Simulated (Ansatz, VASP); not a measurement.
Rb2HgPdCl6 in VASP and in Ansatz

INCAR

```
PREC     = Accurate       # precision mode
ENCUT    = 520            # plane-wave cutoff, eV
EDIFF    = 1E-7           # SCF threshold, eV
ISMEAR   = -1             # smearing method
SIGMA    = 0.1213         # smearing width, eV
LREAL    = F              # projectors in reciprocal space
LASPH    = T              # aspherical terms in the spheres
NELM     = 60             # most SCF steps
ALGO     = Normal         # electronic algorithm
ISIF     = 2              # what is computed and relaxed
LWAVE    = F              # write WAVECAR
LCHARG   = F              # write CHGCAR
GGA      = PE             # functional
NBANDS   = 52             # bands
```

KPOINTS

```
regular mesh
0
Gamma
  5 5 5
```

File POSCAR:

```
Rb2HgPdCl6
1.0
    0.0000000000      7.4591930000      0.0000000000
    7.4591930000      0.0000000000      0.0000000000
    3.7295960000      3.7295960000     -5.4568930000
Pd Hg Cl Rb
1 1 6 2
Direct
    0.0000000000      0.0000000000      0.0000000000
    0.5000000000      0.5000000000      0.0000000000
    0.2880000000      0.2880000000      0.4240000000
    0.7120000000      0.7120000000      0.5760000000
    0.2180000000      0.2180000000      0.0000000000
    0.2180000000      0.7820000000      0.0000000000
    0.7820000000      0.7820000000      0.0000000000
    0.7820000000      0.2180000000      0.0000000000
    0.7500000000      0.2500000000      0.5000000000
    0.2500000000      0.7500000000      0.5000000000
```

Input for Ansatz:

```yaml
crystal:
  lattice:
    - [0.0, 7.459193, 0.0]
    - [7.459193, 0.0, 0.0]
    - [3.729596, 3.729596, -5.456893]
  atoms:
    - { symbol: Pd, position: [0.0, 0.0, 0.0] }
    - { symbol: Hg, position: [0.5, 0.5, 0.0] }
    - { symbol: Cl, position: [0.288, 0.288, 0.424] }
    - { symbol: Cl, position: [0.712, 0.712, 0.576] }
    - { symbol: Rb, position: [0.75, 0.25, 0.5] }
    - { symbol: Rb, position: [0.25, 0.75, 0.5] }
    - { symbol: Cl, position: [0.218, 0.218, 0.0] }
    - { symbol: Cl, position: [0.218, 0.782, 0.0] }
    - { symbol: Cl, position: [0.782, 0.782, 0.0] }
    - { symbol: Cl, position: [0.782, 0.218, 0.0] }
  symmetry: { tolerance: 0.0003 }
kpoints:
  mp_grid: { grid: [5, 5, 5], shift: [0, 0, 0] }
  band_path:
    path:
      - [0.0, 0.0, 0.0]
      - [0.5, 0.5, 0.5]
      - [0.5, 0.5, 0.25]
      - [0.0, 0.5, 0.0]
      - [0.0, 0.0, 0.0]
      - [0.0, 0.0, -0.5]
      - [0.0, 0.26643766, -0.36678117]
      - [0.0, 0.73356234, 0.36678117]
      - [0.0, 0.0, 0.0]
      - [0.5, 0.5, 0.5]
      - [0.26643766, 0.73356234, 0.5]
    npoints: 6
magnetization:
  spin_polarized: false
scf:
  occupations: { method: fermi_dirac, width: 0.1213 }
  lower_state_search: "off"
  max_iter: 200
hamiltonian:
  pseudopotentials: { kind: paw }
  xc: pbe
basis:
  ecutwfc: 420
  fft_grid_basis: typed
output:
  forces: true
  stress: true
  eigenvalues: true
  bader: true
  populations: true
  elf: true
  write_potential: true
  volumetric_format: npy
  dos:
    e_range: [-12, 8]
    de: 0.05
    projected: { site_lists: { Cl: [Cl], Hg: [Hg], Pd: [Pd], Rb: [Rb] } }
checkpoint:
  read: saved_state
```

Alike in both runs: task single point; functional PBE; k mesh 5 × 5 × 5; occupations fermi-dirac, width 0.1213 eV; no spin polarisation.

|  | VASP | Ansatz |
| --- | --- | --- |
| version | VASP 6.6.1 | Ansatz 0.2.0 |
| potentials or method | VASP PAW PBE potentials, release 64 (Pd, Hg, Cl, Rb_sv), cutoff 520 eV | PAW plane waves |
| valence electrons in the cell | 82 | 98 |

|  | VASP | Ansatz | Ansatz less VASP |
| --- | --- | --- | --- |
| pressure (GPa) | 1.1 | 1.1 | -0.03 |
| rms of the force components (eV/Å) | 0.178 | 0.162 | -0.0162 |

The functional is the same, so the differences come from potentials, cutoffs and numerics. VASP's potentials hold 82 valence electrons a cell and Ansatz's 98, so a difference there can come from the potentials and not from the codes.

Spin-orbit coupling is off throughout.
